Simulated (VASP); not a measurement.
# H2CO in VASP: further runs, part 2 of 2

VASP 6.6.1.

## Step 4: Single point, PBE+D3(BJ)

Input file INCAR:

```
SYSTEM = H2CO
PREC = Accurate
ENCUT = 910
EDIFF = 1E-6
ISMEAR = -1
SIGMA = 0.02
LREAL = Auto
LASPH = .TRUE.
NELM = 120
ALGO = Normal
ISIF = 2
LWAVE = .FALSE.
LCHARG = .FALSE.
GGA = PE
IVDW = 12
NBANDS = 70
GGA_COMPAT = .FALSE.
```

Input file KPOINTS:

```
regular mesh
0
G
  1 1 1
  0 0 0
```

Input file POSCAR:

```
H2CO
1.0
    7.8729940000      0.0000000000      0.0000000000
    0.0000000000      7.8729940000      0.0000000000
    0.0000000000      0.0000000000      7.8729940000
O C H
8 8 16
Direct
    0.8300654109     -0.1587197958      0.7195483700
   -0.0180490421     -0.0164486344      0.1938652563
    0.2296076944      0.6923414396      0.5646771736
    0.8520265607      0.3264323585      0.6188370015
    0.4333040264      0.1711801127      0.7898519928
    0.4366064549      0.8354382081      0.1580339068
    1.0374706243      0.4446720015      0.0362378023
    0.4968503723      0.3470471335      0.1732250780
    0.7390454000     -0.0946907873      0.8302940406
    0.0311444414     -0.0316652089      0.0529023647
    0.0832720055      0.6896486902      0.5168173633
    0.8858764531      0.2358569053      0.4981078355
    0.3305730958      0.2810747728      0.8087901502
    0.5163092973      0.7271820606      0.2336214152
    0.9669002669      0.5761467620     -0.0058935648
    0.4760704759      0.2296712026      0.2752320147
    0.6668873366     -0.1688684127      0.9198152571
    0.7124481487      0.0443541555      0.8417382256
    0.0193446102      0.0647403008     -0.0460942813
    0.0646894942     -0.1686270814      0.0092976065
    0.0604090388      0.7637374041      0.3990476812
   -0.0185698097      0.6233714899      0.5898645420
    0.8913000569      0.2798681162      0.3680429580
    0.9101366011      0.1020450416      0.5068846744
    0.2498668232      0.3202847608      0.6940053555
    0.3095772714      0.3459674934      0.9309800058
    0.6397439144      0.6759817167      0.1854821685
    0.4730220803      0.6916174457      0.3604473724
    1.0070374752      0.6181384109     -0.1250731297
    0.8539826145      0.6431860611      0.0393243028
    0.5631910808      0.1228757446      0.3093105368
    0.3653502086      0.2324655652      0.3558493757
```

Potentials or basis: VASP PAW PBE potentials, release 64 (O_h, C_h, H_h).

Command:

```
> cat potpaw_PBE.64/O_h/POTCAR potpaw_PBE.64/C_h/POTCAR potpaw_PBE.64/H_h/POTCAR > POTCAR
> mpirun -np 1 vasp_gam > vasp.out
```

OUTCAR:

```text
SYSTEM = H2CO
   PREC = Accurate
   ENCUT = 910
   EDIFF = 1E-6
   ISMEAR = -1
   LREAL = Auto
   LASPH = .TRUE.
   NELM = 120
   ISIF = 2
   GGA = PE
   IVDW = 12
 IVDW          = 12

 ion  position               nearest neighbor table
   1  0.830  0.841  0.720-   9 1.24
   2  0.982  0.984  0.194-  10 1.18
   3  0.230  0.692  0.565-  11 1.21
   4  0.852  0.326  0.619-  12 1.22
   5  0.433  0.171  0.790-  13 1.19
   6  0.437  0.835  0.158-  14 1.21
   7  0.037  0.445  0.036-  15 1.22
   8  0.497  0.347  0.173-  16 1.24
   9  0.739  0.905  0.830-  17 1.08  18 1.12   1 1.24
  10  0.031  0.968  0.053-  19 1.09  20 1.16   2 1.18
  11  0.083  0.690  0.517-  21 1.11  22 1.12   3 1.21
  12  0.886  0.236  0.498-  24 1.07  23 1.08   4 1.22
  13  0.331  0.281  0.809-  26 1.10  25 1.15   5 1.19
  14  0.516  0.727  0.234-  28 1.09  27 1.12   6 1.21
  15  0.967  0.576  0.994-  29 1.04  30 1.09   7 1.22
  16  0.476  0.230  0.275-  32 1.08  31 1.12   8 1.24
  17  0.667  0.831  0.920-   9 1.08
  18  0.712  0.044  0.842-   9 1.12
  19  0.019  0.065  0.954-  10 1.09
  20  0.065  0.831  0.009-  10 1.16
  21  0.060  0.764  0.399-  11 1.11
  22  0.981  0.623  0.590-  11 1.12
[... 8 lines left out ...]
  31  0.563  0.123  0.309-  16 1.12
  32  0.365  0.232  0.356-  16 1.08

  LATTYP: Found a simple cubic cell.
 ALAT       =     7.8729940000

  Lattice vectors:

 A1 = (   7.8729940000,   0.0000000000,   0.0000000000)
 A2 = (   0.0000000000,   7.8729940000,   0.0000000000)
 A3 = (   0.0000000000,   0.0000000000,   7.8729940000)

Analysis of symmetry for initial positions (statically):
=====================================================================
 Subroutine PRICEL returns:
[... 176 lines left out ...]
   IALGO  =     38    algorithm
   IMIX   =      4    mixing-type and parameters
     AMIX     =   0.40;   BMIX     =  1.00
     AMIX_MAG =   1.60;   BMIX_MAG =  1.00
  volume/ion in A,a.u.               =      15.25       102.91
  Fermi-wavevector in a.u.,A,eV,Ry     =   0.952121  1.799247 12.334140  0.906534
  Thomas-Fermi vector in A             =   2.080654
   LORBIT       =      0    0 simple, 1 ext, 2 COOP (PROOUT), +10 PAW based schemes
   GGA     = PE    functional components
   LHFCALC =     F    Hartree Fock is set to
   AEXX    =    0.0000 exact exchange contribution
   IVDW    =    12    specifies the selected vdW correction
   LEPSILON=     F    determine dielectric tensor
   LRPA    =     F    only Hartree local field effects (RPA)
 non-spin polarized calculation
  energy-cutoff  :      910.00
  volume of cell :      488.00
 maximum number of plane-waves:     15276
 NGX is ok and might be reduce to    80
   NGX = 39   NGY = 39   NGZ = 39

 number of electron      95.9999995 magnetization

 Free energy of the ion-electron system (eV)
  ---------------------------------------------------
  ext. energy  EPLUGINS =         0.00000000
  ---------------------------------------------------
  free energy    TOTEN  =      -177.84163705 eV

  energy without entropy =     -177.84163705  energy(sigma->0) =     -177.84163705

 E-fermi :  -2.1268     XC(G=0):  -6.0502

 val. band max:       -2.6085317264   @ k =   0.0000   0.0000   0.0000
 cond. band min:      -0.2453692726   @ k =   0.0000   0.0000   0.0000
 fundamental gap:      2.3631624538
 Fermi energy:        -2.1268230246

 k-point     1 :       0.0000    0.0000    0.0000
  band No.  band energies     occupation
      1     -24.3806      2.00000
      2     -23.5416      2.00000
      3     -23.5115      2.00000
      4     -23.4880      2.00000
      5     -23.4609      2.00000
      6     -23.4025      2.00000
[... 52 lines left out ...]
     59       3.7922      0.00000
     60       3.9459      0.00000
 [bands above 60 left out]

------------------------ aborting loop because EDIFF is reached ----------------------------------------

 Edisp (eV)   -1.15113

 E8    (eV) :    -0.2629

  FORCE on cell =-STRESS in cart. coord.  units (eV):
  Direction    XX          YY          ZZ          XY          YZ          ZX
  --------------------------------------------------------------------------------------
  -------------------------------------------------------------------------------------
  Total       1.91962     0.13027     5.01571    -0.25526    -1.92334    -1.56267
  in kB       6.30240     0.42769    16.46734    -0.83807    -6.31460    -5.13048
  external pressure =        7.73 kB  Pullay stress =        0.00 kB

 VOLUME and BASIS-vectors are now :
 -----------------------------------------------------------------------------
  energy-cutoff  :      910.00
  volume of cell :      488.00
      direct lattice vectors                 reciprocal lattice vectors
     7.872994000  0.000000000  0.000000000     0.127016482  0.000000000  0.000000000
     0.000000000  7.872994000  0.000000000     0.000000000  0.127016482  0.000000000
     0.000000000  0.000000000  7.872994000     0.000000000  0.000000000  0.127016482

 POSITION                                       TOTAL-FORCE (eV/Angst)
 -----------------------------------------------------------------------------------
      6.53510      6.62339      5.66500        -0.850428      0.771536      1.162536
      7.73089      7.74349      1.52630        -0.617018      0.941390      2.485166
      1.80770      5.45080      4.44570         0.560495     -0.415495      0.638119
      6.70800      2.57000      4.87210         0.149325     -0.161307     -0.116934
      3.41140      1.34770      6.21850         1.203063     -1.256761     -0.038694
      3.43740      6.57740      1.24420         0.097702     -0.009882     -0.494054
[... 24 lines left out ...]
      4.43400      0.96740      2.43520         0.322182      0.221058     -0.735141
      2.87640      1.83020      2.80160        -1.048116     -0.141079      0.568233
 -----------------------------------------------------------------------------------
    total drift:                               -0.004762     -0.006476     -0.003411

  FREE ENERGIE OF THE ION-ELECTRON SYSTEM (eV)
  ---------------------------------------------------
  free  energy   TOTEN  =      -178.9927699411 eV

  energy  without entropy=     -178.9927699411  energy(sigma->0) =     -178.99276994
```

It took 2.4 min on 1 thread of AMD EPYC 7R43 (Zen 3), shared host; peak memory 0.85 GiB.

Results:

```yaml
Free_energy: -178.9928 eV
Pressure: 0.8 GPa
Largest_force: 3.216 eV/Å
Band_gap_on_the_k_mesh: 2.36 eV
Dispersion_energy_per_atom: -0.036 eV
```

Forces in eV/Å, atoms in the order of the input:
```
O   -0.850  0.772  1.163
O   -0.617  0.941  2.485
O    0.560 -0.415  0.638
O    0.149 -0.161 -0.117
O    1.203 -1.257 -0.039
O    0.098 -0.010 -0.494
O   -0.817  0.272  1.555
O    0.398 -1.628  0.911
C    0.535  0.453 -1.708
C    0.099 -2.546 -1.962
C    0.414  0.383 -0.209
C   -0.380  0.715  0.526
C   -1.248  0.968 -1.006
C    0.022  0.721  0.114
C    0.587 -2.001 -0.727
C    0.367  1.607 -0.650
H   -0.462 -0.847  0.690
H    0.371 -0.116 -0.206
H    0.381  0.664 -0.313
H    0.419  1.249 -0.062
H   -0.888 -0.179 -0.107
H    0.040  0.043 -0.443
H    0.030  0.742 -0.941
H    0.236 -1.315  0.530
H    0.176  0.098  0.783
H   -0.088  0.190  0.122
H   -0.201 -0.162 -0.038
H   -0.015 -0.596  0.513
H    0.590  1.500 -2.072
H   -0.384 -0.162  1.232
H    0.322  0.221 -0.735
H   -1.048 -0.141  0.568
```

Levels at points of the mesh, in eV from the valence-band top:
```csv
k point,band 46,band 47,band 48,band 49,band 50,band 51
"(0.00, 0.00, 0.00)",-0.38,-0.15,0.00,2.36,2.57,2.77
```

Caveat: the k points lie up to 0.80 Å⁻¹ apart; the cutoff is under 1.25 times the usual one of these potentials, so pressure, stress and relaxed cells hold a basis-set (Pulay) error.

## Step 5: Single point, PBE+D3(BJ)

Input file INCAR:

```
PREC     = Accurate       # precision mode
ENCUT    = 910            # plane-wave cutoff, eV
EDIFF    = 1E-6           # SCF threshold, eV
ISMEAR   = -1             # smearing method
SIGMA    = 0.02           # smearing width, eV
LREAL    = Auto         
LASPH    = T              # aspherical terms in the spheres
NELM     = 120            # most SCF steps
ALGO     = Normal         # electronic algorithm
ISIF     = 2              # what is computed and relaxed
LWAVE    = F              # write WAVECAR
LCHARG   = F              # write CHGCAR
GGA      = PE             # functional
IVDW     = 12             # dispersion correction
NBANDS   = 70             # bands
GGA_COMPAT= F
```

Input file KPOINTS:

```
regular mesh
0
Gamma
  1 1 1
```

Input file POSCAR:

```
H2CO
1.0
    7.8729940000      0.0000000000      0.0000000000
    0.0000000000      7.8729940000      0.0000000000
    0.0000000000      0.0000000000      7.8729940000
O C H
8 8 16
Direct
    0.8902556961     -0.0564672659      0.7032862271
   -0.0174146818     -0.0053023945      0.1141266276
    0.1965297453      0.5843997249      0.4797745225
    0.7582869048      0.3182830579      0.5659982786
    0.3318497066      0.1713246361      0.8345859418
    0.4797336963      0.8190603712      0.2251972514
    0.9947534322      0.4429394569      0.0703735684
    0.5218637290      0.2806636055      0.2252389426
    0.7818371144     -0.0075771216      0.8013758059
    0.1289320123      0.0440084700      0.1045177426
    0.1538386878      0.7323818015      0.4661179153
    0.8687194733      0.2731678876      0.4670642094
    0.2745489127      0.2912444470      0.7558315679
    0.5023315721      0.6861059150      0.1497444266
    0.9504769528      0.5764097177      0.0079418251
    0.4502220505      0.2150719201      0.3448968057
    0.7467257817      0.1287196370      0.8131428454
    0.7126197729     -0.0975912028      0.8863328159
    0.1639444505      0.1778572876      0.1332598519
    0.2354991429     -0.0403433947      0.0670468227
    0.2495234422      0.8327177579      0.4359786377
    0.0185046068      0.7724111939      0.4767452788
    0.9909131567      0.3450754848      0.4567581810
    0.8523282324      0.1620080696      0.3797357732
    0.1387958064      0.3305395152      0.7666595062
    0.3529033706      0.3687721186      0.6665844556
    0.4744805520      0.6759811232      0.0105972770
    0.5463988701      0.5675359657      0.2126102088
    0.9659058368      0.7006292024      0.0743640019
    0.8904521539      0.5822233609     -0.1205522160
    0.5094745661      0.1150176366      0.4264342805
    0.3189880534      0.2546316145      0.3822393211
```

Command:

```
> cat potpaw_PBE.64/O_h/POTCAR potpaw_PBE.64/C_h/POTCAR potpaw_PBE.64/H_h/POTCAR > POTCAR
> mpirun -np 1 vasp_gam > vasp.out
```

Run time: 2.1 min. Hardware: 1 thread of Intel Xeon Platinum 8259CL at 2.50GHz (Skylake/Cascade Lake), shared host; peak memory 0.89 GiB.

The run converged. Its results:

```
Free energy                : -180.1282 eV
Pressure                   : -0.8 GPa
Largest force              : 0.359 eV/Å
Band gap on the k mesh     : 2.75 eV
Dispersion energy per atom : -0.036 eV
```

Forces on the atoms (eV/Å):
```
O   -0.054  0.033 -0.027
O    0.076 -0.002  0.047
O   -0.035  0.227  0.071
O    0.241 -0.086 -0.214
O   -0.096  0.236 -0.225
O    0.092 -0.250 -0.040
O    0.068 -0.141  0.056
O   -0.058 -0.156  0.156
C    0.060 -0.003  0.106
C   -0.016  0.093 -0.019
C   -0.061 -0.241 -0.259
C   -0.165  0.054  0.042
C    0.014 -0.116  0.021
C   -0.167  0.202  0.036
C   -0.105  0.161 -0.071
C    0.081  0.040  0.043
H   -0.029 -0.033 -0.029
H   -0.003  0.053 -0.045
H   -0.048 -0.067 -0.010
H   -0.020 -0.039  0.026
H   -0.069 -0.011  0.113
H    0.139 -0.004  0.073
H   -0.092 -0.126  0.019
H   -0.013  0.198  0.148
H    0.063 -0.054  0.067
H    0.053 -0.096  0.118
H    0.055 -0.028  0.018
H    0.035  0.077  0.018
H    0.023  0.007  0.011
H    0.011 -0.029 -0.026
H    0.020  0.115 -0.187
H    0.001 -0.014 -0.035
```

Stress tensor (GPa, compression positive):
```
-0.68  0.04  0.15
 0.04 -0.91  0.05
 0.15  0.05 -0.69
```

Levels at points of the mesh, in eV from the valence-band top:
```csv
k point,band 45,band 46,band 47,band 48,band 49,band 50,band 51,band 52
"(0.00, 0.00, 0.00)",-0.37,-0.31,-0.19,0.00,2.75,2.92,3.03,3.20
```

Caveat: the k points lie up to 0.80 Å⁻¹ apart; the cutoff is under 1.25 times the usual one of these potentials, so pressure, stress and relaxed cells hold a basis-set (Pulay) error.
